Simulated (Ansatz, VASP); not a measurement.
**Two plane-wave programs on SrTiO3**

```xyz
5
Lattice="3.9069 0.0000 0.0000 0.0000 3.9069 0.0000 0.0000 0.0000 3.9069" Properties=species:S:1:pos:R:3 pbc="T T T"
Sr    0.0000    0.0000    0.0000
Ti    1.9534    1.9534    1.9534
O     1.9534    1.9534    0.0000
O     1.9534    0.0000    1.9534
O     0.0000    1.9534    1.9534
```

Alike in both runs: task single point; functional PBE; k mesh 6 × 6 × 6; no spin polarisation.

|  | VASP | Ansatz |
| --- | --- | --- |
| version | VASP 6.6.1 | Ansatz 0.2.0 |
| potentials or method | VASP PAW PBE potentials, release 64 (Sr_sv, Ti_sv, O) | plane waves, PAW |
| plane-wave cutoff (eV) | 520 | 420 |
| occupations | gaussian, width 0.01 eV | fixed |
| valence electrons in the cell | 40 | 40 |

Ansatz gave:

| Item | Value |
| --- | --- |
| gap on the k mesh at the Fermi level (eV) | 1.88 |
| pressure (GPa) | 4.1 |

**Question.** What did VASP give for the same quantities?

**Answer.** gap on the k mesh at the Fermi level (eV): 1.85; pressure (GPa): 4.7.
